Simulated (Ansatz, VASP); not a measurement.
MgS: VASP beside Ansatz

```
Mg S
1.0
     0.00000    2.79693    2.79693
     2.79693    0.00000    2.79693
     2.79693    2.79693    0.00000
Mg S
1 1
Direct
  0.00000 0.00000 0.00000
  0.25000 0.25000 0.25000
```

Alike in both runs: functional LDA; k mesh 8 × 8 × 8; occupations gaussian, width 0.02 eV; no spin polarisation.

Ansatz relaxed the structure, and its values are those at the end. VASP's run is a single point on that final structure, the one shown.

```csv
,VASP,Ansatz
version,VASP 6.6.1,Ansatz 0.2.0
potentials or method,"VASP PAW LDA potentials, release 64 (Mg, S), cutoff 600 eV","scalar-relativistic, plane waves, PAW"
valence electrons in the cell,8,16
```

Ansatz gave:

| Quantity | Value |
| --- | --- |
| gap on the k mesh at the Fermi level (eV) | 3.37 |
| least direct gap on the mesh (eV) | 3.37 |
| pressure (GPa) | 0.0 |

Task: Estimate VASP's values.

Result: gap on the k mesh at the Fermi level (eV): 3.38; least direct gap on the mesh (eV): 3.38; pressure (GPa): -0.3.

LDA's correlation is that of Perdew and Zunger in VASP and of Perdew and Wang (1992) in Ansatz. VASP's potentials hold 8 valence electrons a cell and Ansatz's 16, so a difference there can come from the potentials and not from the codes.
